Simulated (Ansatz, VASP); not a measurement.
## One calculation of Si, two programs

```
Si
1.0
     2.56641    0.00000    0.00000
    -1.28321    2.22258    0.00000
     0.00000    0.00000    2.55245
Si
1
Direct
  0.00000 0.00000 0.00000
```

Alike in both runs: task single point; functional LDA; k mesh 30 × 30 × 26; occupations gaussian, width 0.15 eV; no spin polarisation.

|  | VASP | Ansatz |
| --- | --- | --- |
| version | VASP 6.6.1 | Ansatz 0.2.0 |
| potentials or method | VASP PAW LDA potentials, release 64 (Si), cutoff 520 eV | scalar-relativistic, plane waves, PAW |
| valence electrons in the cell | 4 | 4 |

Ansatz gave:

| Quantity | Value |
| --- | --- |
| gap on the k mesh at the Fermi level (eV) | none |
| pressure (GPa) | 0.1 |
| traceless stress, the component that is largest in VASP (GPa) | -9.66 |

Q: Which values does VASP return?

A: gap on the k mesh at the Fermi level (eV): none; pressure (GPa): 0.2; traceless stress, the component that is largest in VASP (GPa): -9.65.

LDA's correlation is that of Perdew and Zunger in VASP and of Perdew and Wang (1992) in Ansatz. A gap of «none» marks a metal or a gap that the smearing closes.
